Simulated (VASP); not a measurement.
# SnO in VASP: further runs

The runs below take SnO through single point, relaxation of the atoms, with PBE+D3(BJ).

All numbers are computed with VASP 6.6.1; they aren't measurements. Logs are shortened: lines on timing, memory, paths and dates and some standing lists are left out, and cuts for length are marked.

## 1. The cell of the first run

The cell holds a slab with vacuum, 8 atoms: a = 3.821 Å, b = 3.821 Å, c = 42.056 Å, α = 90.00°, β = 90.00°, γ = 90.00°.

## 2. Single point, PBE+D3(BJ)

Input file INCAR:

```
PREC = Accurate ; ENCUT = 520
EDIFF = 1E-6 ; ISMEAR = 0
SIGMA = 0.02 ; LREAL = F
LASPH = T ; NELM = 60
ALGO = Normal ; ISIF = 2
LWAVE = F ; LCHARG = T
LDIPOL = T ; IDIPOL = 3
DIPOL = 0.5 0.5 0.500 ; GGA = PE
IVDW = 12 ; LELF = T
LVHAR = T ; LVACPOTAV = T
NBANDS = 50
```

Input file KPOINTS:

```
Automatic mesh
0
Gamma
  6 6 1
```

Input file POSCAR:

```
SnO
1.0
    3.8205592230     -0.0000144658      0.0000000000
    0.0000144658      3.8205592230      0.0000000000
    0.0000000000      0.0000000000     42.0562108187
Sn O
4 4
Direct
    0.7499972411      0.2500027589      0.4147538074
    0.2499972411      0.7500027589      0.4705693481
    0.7499972411      0.2500027589      0.5294305257
    0.2499972411      0.7500027589      0.5852461530
    0.2499972411      0.2500027589      0.4426963050
    0.7499972411      0.7500027589      0.4426963050
    0.2499972411      0.2500027589      0.5573037778
    0.7499972411      0.7500027589      0.5573037778
```

Potentials or basis: VASP PAW PBE potentials, release 64 (Sn_d, O).

Run with:

```sh
> cat potpaw_PBE.64/Sn_d/POTCAR potpaw_PBE.64/O/POTCAR > POTCAR
> mpirun -np 1 vasp_std > vasp.out
```

OUTCAR:

```text
PREC = Accurate
   ENCUT = 520
   EDIFF = 1E-6
   ISMEAR = 0
   LREAL = F
   LASPH = T
   NELM = 60
   ISIF = 2
   GGA = PE
   IVDW = 12
 IVDW          = 12

 ion  position               nearest neighbor table
   1  0.750  0.250  0.415-   5 2.24   6 2.24   6 2.24   5 2.24   2 3.58   2 3.58   2 3.58   2 3.58

   2  0.250  0.750  0.471-   5 2.24   6 2.24   5 2.24   6 2.24   1 3.58   1 3.58   1 3.58   1 3.58
                             3 3.66   3 3.66   3 3.66   3 3.66
   3  0.750  0.250  0.529-   7 2.24   8 2.24   8 2.24   7 2.24   4 3.58   4 3.58   4 3.58   4 3.58
                             2 3.66   2 3.66   2 3.66   2 3.66
   4  0.250  0.750  0.585-   7 2.24   8 2.24   7 2.24   8 2.24   3 3.58   3 3.58   3 3.58   3 3.58

   5  0.250  0.250  0.443-   2 2.24   2 2.24   1 2.24   1 2.24
   6  0.750  0.750  0.443-   2 2.24   2 2.24   1 2.24   1 2.24
   7  0.250  0.250  0.557-   3 2.24   3 2.24   4 2.24   4 2.24
   8  0.750  0.750  0.557-   3 2.24   3 2.24   4 2.24   4 2.24

  LATTYP: Found a simple tetragonal cell.
 ALAT       =     3.8205592230
 C/A-ratio  =    11.0078677920

  Lattice vectors:

 A1 = (   3.8205592230,  -0.0000144658,   0.0000000000)
 A2 = (   0.0000144658,   3.8205592230,   0.0000000000)
 A3 = (   0.0000000000,   0.0000000000,  42.0562108187)

Analysis of symmetry for initial positions (statically):
=====================================================================
 Subroutine PRICEL returns:
 Original cell was already a primitive cell.

 Routine SETGRP: Setting up the symmetry group for a
 simple tetragonal supercell.

 Subroutine GETGRP returns: Found 16 space group operations
 (whereof  2 operations were pure point group operations)
 out of a pool of 16 trial point group operations.

The static configuration has the point symmetry C_1h.
 The point group associated with its full space group is D_4h.

Analysis of symmetry for dynamics (positions and initial velocities):
=====================================================================
 Subroutine PRICEL returns:
 Original cell was already a primitive cell.

 Routine SETGRP: Setting up the symmetry group for a
 simple tetragonal supercell.

 Subroutine GETGRP returns: Found 16 space group operations
 (whereof  2 operations were pure point group operations)
 out of a pool of 16 trial point group operations.

The dynamic configuration has the point symmetry C_1h.
 The point group associated with its full space group is D_4h.

 Subroutine INISYM returns: Found 16 space group operations
 (whereof  2 operations are pure point group operations),
 and found     1 'primitive' translations

----------------------------------------------------------------------------------------

                                     Primitive cell

  volume of cell :     613.8807

  direct lattice vectors                    reciprocal lattice vectors
     3.820559223 -0.000014466  0.000000000     0.261741787 -0.000000991  0.000000000
     0.000014466  3.820559223  0.000000000     0.000000991  0.261741787  0.000000000
     0.000000000  0.000000000 42.056210819     0.000000000  0.000000000  0.023777701

  length of vectors
     3.820559223  3.820559223 42.056210819     0.261741787  0.261741787  0.023777701

  position of ions in fractional coordinates (direct lattice)
     0.749997241  0.250002759  0.414753807
     0.249997241  0.750002759  0.470569348
     0.749997241  0.250002759  0.529430526
     0.249997241  0.750002759  0.585246153
     0.249997241  0.250002759  0.442696305
     0.749997241  0.750002759  0.442696305
     0.249997241  0.250002759  0.557303778
     0.749997241  0.750002759  0.557303778

  ion indices of the primitive-cell ions
   primitive index   ion index
                 1           1
                 2           2
                 3           3
                 4           4
                 5           5
                 6           6
                 7           7
                 8           8

----------------------------------------------------------------------------------------

 KPOINTS: Automatic mesh

Automatic generation of k-mesh.
 Grid dimensions read from file:
 generate k-points for:    6    6    1

 Generating k-lattice:

  Cartesian coordinates                     Fractional coordinates (reciprocal lattice)
     0.043623631 -0.000000165  0.000000000     0.166666667 -0.000000000  0.000000000
     0.000000165  0.043623631  0.000000000     0.000000000  0.166666667  0.000000000
     0.000000000  0.000000000  0.023777701     0.000000000  0.000000000  1.000000000

  Length of vectors
     0.043623631  0.043623631  0.023777701

  Shift w.r.t. Gamma in fractional coordinates (k-lattice)
     0.000000000  0.000000000  0.000000000

 Subroutine IBZKPT returns following result:
 ===========================================

 Found     10 irreducible k-points:

 Following reciprocal coordinates:
            Coordinates               Weight
  0.000000  0.000000  0.000000      1.000000
  0.166667 -0.000000  0.000000      4.000000
  0.333333 -0.000000  0.000000      4.000000
  0.500000 -0.000000  0.000000      2.000000
  0.166667  0.166667  0.000000      4.000000
  0.333333  0.166667  0.000000      8.000000
  0.500000  0.166667  0.000000      4.000000
  0.333333  0.333333  0.000000      4.000000
  0.500000  0.333333  0.000000      4.000000
  0.500000  0.500000  0.000000      1.000000
   k-points           NKPTS =     10   k-points in BZ     NKDIM =     10   number of bands    NBANDS=     50
   number of dos      NEDOS =    301   number of ions     NIONS =      8
   total plane-waves  NPLWV = 250880
   dimension x,y,z NGX =    28 NGY =   28 NGZ =  320
   dimension x,y,z NGXF=    56 NGYF=   56 NGZF=  640
   ions per type =               4   4
   NGX,Y,Z   is equivalent  to a cutoff of  12.18, 12.18, 12.65 a.u.
   NGXF,Y,Z  is equivalent  to a cutoff of  24.37, 24.37, 25.30 a.u.
 SYSTEM =  unknown system
   PREC   = accura    normal or accurate (medium, high low for compatibility)
   ISTART =      0    job   : 0-new  1-cont  2-samecut
   ICHARG =      2    charge: 1-file 2-atom 10-const
   ISPIN  =      1    spin polarized calculation?
   LNONCOLLINEAR =      F non collinear calculations
   LSORBIT =      F    spin-orbit coupling
   LASPH  =      T    aspherical Exc in radial PAW
   ENCUT  =  520.0 eV  38.22 Ry    6.18 a.u.   7.10  7.10 78.20*2*pi/ulx,y,z
   NELM   =     60;   NELMIN=  2; NELMDL= -5     # of ELM steps
   EDIFF  = 0.1E-05   stopping-criterion for ELM
   LREAL  =      F    real-space projection
   EDIFFG = 0.1E-04   stopping-criterion for IOM
   NSW    =      0    number of steps for IOM
   IBRION =     -1    ionic relax: 0-MD 1-quasi-New 2-CG
   NFREE  =      0    steps in history (QN), initial steepest desc. (CG)
   ISIF   =      2    stress and relaxation
   ISYM   =      2    0-nonsym 1-usesym 2-fastsym
   POTIM  = 0.5000    time-step for ionic-motion
   TEBEG  =    0.0;   TEEND  =   0.0 temperature during run
   PSTRESS=    0.0 pullay stress
   NELECT =      80.0000    total number of electrons
   NUPDOWN=      -1.0000    fix difference up-down
   EMIN   =  10.00;   EMAX   =-10.00  energy-range for DOS
   EFERMI =   0.00;   METHOD = LEGACY
   ISMEAR =     0;   SIGMA  =   0.02  broadening in eV -4-tet -1-fermi 0-gaus
   EFERMI_NEDOS =   21; number of points for ismear=-14 and -15
   IALGO  =     38    algorithm
   IMIX   =      4    mixing-type and parameters
     AMIX     =   0.40;   BMIX     =  1.00
     AMIX_MAG =   1.60;   BMIX_MAG =  1.00
  volume/ion in A,a.u.               =      76.74       517.83
  Fermi-wavevector in a.u.,A,eV,Ry     =   0.829998  1.568468  9.372999  0.688896
  Thomas-Fermi vector in A             =   1.942640
   LORBIT       =      0    0 simple, 1 ext, 2 COOP (PROOUT), +10 PAW based schemes
   GGA     = PE    functional components
   LHFCALC =     F    Hartree Fock is set to
   AEXX    =    0.0000 exact exchange contribution
   IVDW    =    12    specifies the selected vdW correction
   LEPSILON=     F    determine dielectric tensor
   LRPA    =     F    only Hartree local field effects (RPA)
 non-spin polarized calculation
 Gauss-broadening in eV      SIGMA  =   0.02
  energy-cutoff  :      520.00
  volume of cell :      613.88
 maximum number of plane-waves:     16576
   NGX = 15   NGY = 15   NGZ =157

 dipolmoment           0.000000      0.000000     -0.000000 electrons x Angstroem

 number of electron      79.9999968 magnetization

 dipolmoment           0.000000      0.000000      0.000009 electrons x Angstroem

 Free energy of the ion-electron system (eV)
  ---------------------------------------------------
  ext. energy  EPLUGINS =         0.00000000
  ---------------------------------------------------
  free energy    TOTEN  =       -45.26873301 eV

  energy without entropy =      -45.26873301  energy(sigma->0) =      -45.26873301

 E-fermi :  -1.8431     XC(G=0):  -2.7076

 val. band max:       -1.9685173854   @ k =   0.1667  -0.0000   0.0000
 cond. band min:      -0.9023859623   @ k =   0.5000   0.5000   0.0000
 fundamental gap:      1.0661314231
 Fermi energy:        -1.8430965491

 k-point     1 :       0.0000    0.0000    0.0000
  band No.  band energies     occupation
      1     -23.4376      2.00000
      2     -23.4269      2.00000
      3     -23.0636      2.00000
      4     -23.0548      2.00000
      5     -23.0491      2.00000
      6     -23.0491      2.00000
[... 42 lines left out ...]
     49       2.7352      0.00000
     50       2.8347      0.00000

 k-point     2 :       0.1667   -0.0000    0.0000
  band No.  band energies     occupation
      1     -23.4239      2.00000
      2     -23.4163      2.00000
      3     -23.0896      2.00000
      4     -23.0652      2.00000
      5     -23.0468      2.00000
      6     -23.0406      2.00000
[... 416 lines left out ...]
 k-point    10 :       0.5000    0.5000    0.0000
  band No.  band energies     occupation
      1     -23.3819      2.00000
      2     -23.3819      2.00000
      3     -23.3636      2.00000
      4     -23.3636      2.00000
      5     -23.0461      2.00000
      6     -23.0459      2.00000
[... 42 lines left out ...]
     49       4.0435      0.00000
     50       4.0435      0.00000

------------------------ aborting loop because EDIFF is reached ----------------------------------------

 vacuum level on the upper side and lower side of the slab       (xc-potential included)        -0.145        -0.145

 Edisp (eV)   -1.45784

 E8    (eV) :    -0.6497

  FORCE on cell =-STRESS in cart. coord.  units (eV):
  Direction    XX          YY          ZZ          XY          YZ          ZX
  --------------------------------------------------------------------------------------
  -------------------------------------------------------------------------------------
  Total       0.47698     0.47698     0.24546    -0.00000     0.00000    -0.00000
  in kB       1.24487     1.24487     0.64064    -0.00000     0.00000    -0.00000
  external pressure =        1.04 kB  Pullay stress =        0.00 kB

 VOLUME and BASIS-vectors are now :
 -----------------------------------------------------------------------------
  energy-cutoff  :      520.00
  volume of cell :      613.88
      direct lattice vectors                 reciprocal lattice vectors
     3.820559223 -0.000014466  0.000000000     0.261741787 -0.000000991  0.000000000
     0.000014466  3.820559223  0.000000000     0.000000991  0.261741787  0.000000000
     0.000000000  0.000000000 42.056210819     0.000000000  0.000000000  0.023777701

 POSITION                                       TOTAL-FORCE (eV/Angst)
 -----------------------------------------------------------------------------------
      2.86541      0.95514     17.44297        -0.000000     -0.000000     -0.084523
      0.95514      2.86543     19.79036         0.000000     -0.000000      0.082106
      2.86541      0.95514     22.26584         0.000000      0.000000     -0.082106
      0.95514      2.86543     24.61324         0.000000     -0.000000      0.084523
      0.95513      0.95515     18.61813         0.000000      0.000000      0.002599
      2.86542      2.86542     18.61813        -0.000000     -0.000000      0.002599
      0.95513      0.95515     23.43809        -0.000000     -0.000000     -0.002599
      2.86542      2.86542     23.43809        -0.000000     -0.000000     -0.002599
 -----------------------------------------------------------------------------------
    total drift:                                0.000000     -0.000000     -0.005182

  FREE ENERGIE OF THE ION-ELECTRON SYSTEM (eV)
  ---------------------------------------------------
  free  energy   TOTEN  =       -46.7265707922 eV

  energy  without entropy=      -46.7265707922  energy(sigma->0) =      -46.72657079

 vacuum level on the upper side and lower side of the slab         2.585         2.585
```

Run time: 12 min. Hardware: 1 thread of Intel Xeon Platinum 8259CL at 2.50GHz (Skylake/Cascade Lake), shared host; peak memory 0.65 GiB.

What came out:

```yaml
Free_energy: -46.7266 eV
Largest_force: 0.085 eV/Å
Band_gap_on_the_k_mesh: 1.07 eV (least direct gap 2.18 eV)
Dispersion_energy_per_atom: -0.182 eV
Ionisation_potential_of_the_upper_face: 4.55 eV
```

Forces in eV/Å, atoms in the order of the input:
```
Sn   0.000  0.000 -0.085
Sn   0.000  0.000  0.082
Sn   0.000  0.000 -0.082
Sn   0.000  0.000  0.085
O    0.000  0.000  0.003
O    0.000  0.000  0.003
O    0.000  0.000 -0.003
O    0.000  0.000 -0.003
```

Caveat: spin-orbit coupling is left out, which moves the levels of the heavy elements.

## 3. Relaxation of the atoms, PBE+D3(BJ) (biaxial strain -0.020)

Input file INCAR:

```
ALGO = Normal ; DIPOL = 0.5 0.5 0.500
EDIFF = 1E-6 ; EDIFFG = -0.01
ENCUT = 520 ; GGA = PE
IBRION = 2 ; IDIPOL = 3
ISIF = 2 ; ISMEAR = 0
IVDW = 12 ; LASPH = True
LCHARG = False ; LDIPOL = True
LREAL = False ; LWAVE = False
NELM = 100 ; NSW = 60
PREC = Accurate ; SIGMA = 0.02
```

Input file KPOINTS:

```
k-points
0
Gamma
  6 6 1
```

Input file POSCAR:

```
SnO
1.0
    3.7441479531     -0.0000141419      0.0000000000
    0.0000142120      3.7441479531      0.0000000000
    0.0000000000      0.0000000000     30.6349243850
Sn O
2 2
Direct
    0.7499972365      0.2500027635      0.4614157227
    0.2499972364      0.7500027635      0.5385842773
    0.2499972364      0.2500027636      0.5000000000
    0.7499972365      0.7500027636      0.5000000000
```

Potentials or basis: VASP PAW PBE potentials, release 64 (Sn_d, O).

Run with:

```sh
> cat potpaw_PBE.64/Sn_d/POTCAR potpaw_PBE.64/O/POTCAR > POTCAR
> mpirun -np 1 vasp_std > vasp.out
```

Run time: 7.8 min. Hardware: 1 thread of Oxide Virtual Turin-like, shared host; peak memory 0.49 GiB.

Results (log left out):

```yaml
Free_energy: -23.0963 eV
Energy_gained_by_relaxing: 4.1 meV/atom
Ionic_steps: 3
Band_gap_on_the_k_mesh: 3.15 eV (least direct gap 3.29 eV)
Dispersion_energy_per_atom: -0.142 eV
```

The path:
| step | energy change (eV) | largest force (eV/Å) | pressure (GPa) |
| --- | --- | --- | --- |
| 1 | 0.0000 | 0.5724 | 0.69 |
| 2 | -0.0162 | 0.0195 | 0.36 |
| 3 | -0.0163 | 0.0006 | 0.34 |

Final structure:
```
Sn O
1.0
     3.74415   -0.00001    0.00000
     0.00001    3.74415    0.00000
     0.00000    0.00000   30.63492
Sn O
2 2
Direct
  0.75000 0.25000 0.46048
  0.25000 0.75000 0.53952
  0.25000 0.25000 0.50000
  0.75000 0.75000 0.50000
```

Levels at points of the mesh, in eV from the valence-band top:
| k point | band 16 | band 17 | band 18 | band 19 | band 20 | band 21 | band 22 | band 23 | band 24 |
| --- | --- | --- | --- | --- | --- | --- | --- | --- | --- |
| (0.00, 0.00, 0.00) | -3.69 | -2.04 | -1.45 | -1.45 | -0.09 | 3.38 | 3.57 | 5.35 | 5.44 |
| (0.50, 0.00, 0.00) | -3.71 | -3.18 | -3.18 | -0.50 | -0.50 | 3.18 | 3.18 | 6.14 | 6.14 |
| (0.50, 0.50, 0.00) | -3.93 | -0.80 | -0.80 | -0.56 | -0.56 | 3.16 | 3.16 | 5.28 | 5.28 |

Caveat: the cell differs from its parent crystal (biaxial strain -0.020); spin-orbit coupling is left out, which moves the levels of the heavy elements.
